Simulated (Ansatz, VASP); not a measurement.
# Two plane-wave programs on InGa2N3

```
In Ga N
1.0
     5.01048   -2.89020    0.00000
     5.01048    2.89020    0.00000
     0.00000    0.00000    5.39806
In Ga N
2 4 6
Direct
  0.32537 0.67463 0.48980
  0.67463 0.32537 0.98980
  0.00702 0.33381 0.49259
  0.66619 0.99298 0.49259
  0.99298 0.66619 0.99259
  0.33381 0.00702 0.99259
  0.02640 0.33371 0.85902
  0.66629 0.97360 0.85902
  0.97360 0.66629 0.35902
  0.33371 0.02640 0.35902
  0.30777 0.69223 0.89498
  0.69223 0.30777 0.39498
```

Alike in both runs: functional PBE; k mesh 6 × 6 × 6; occupations gaussian, width 0.02 eV; no spin polarisation.

Ansatz relaxed the structure, and its values are those at the end. VASP's run is a single point on that final structure, the one shown.

|  | VASP | Ansatz |
| --- | --- | --- |
| version | VASP 6.6.1 | Ansatz 0.2.0 |
| potentials or method | VASP PAW PBE potentials, release 64 (In_d, Ga_d, N), cutoff 520 eV | scalar-relativistic, plane waves, PAW |
| valence electrons in the cell | 108 | 108 |

```tsv
	VASP	Ansatz	Ansatz less VASP
gap on the k mesh at the Fermi level (eV)	0.88	0.87	-0.001
least direct gap on the mesh (eV)	0.88	0.87	-0.001
pressure (GPa)	0.1	0.0	-0.14
rms of the force components (eV/Å)	0.003	0.002	-0.0015
```

With one functional, cell and mesh, what is left measures potentials, basis and numerics.
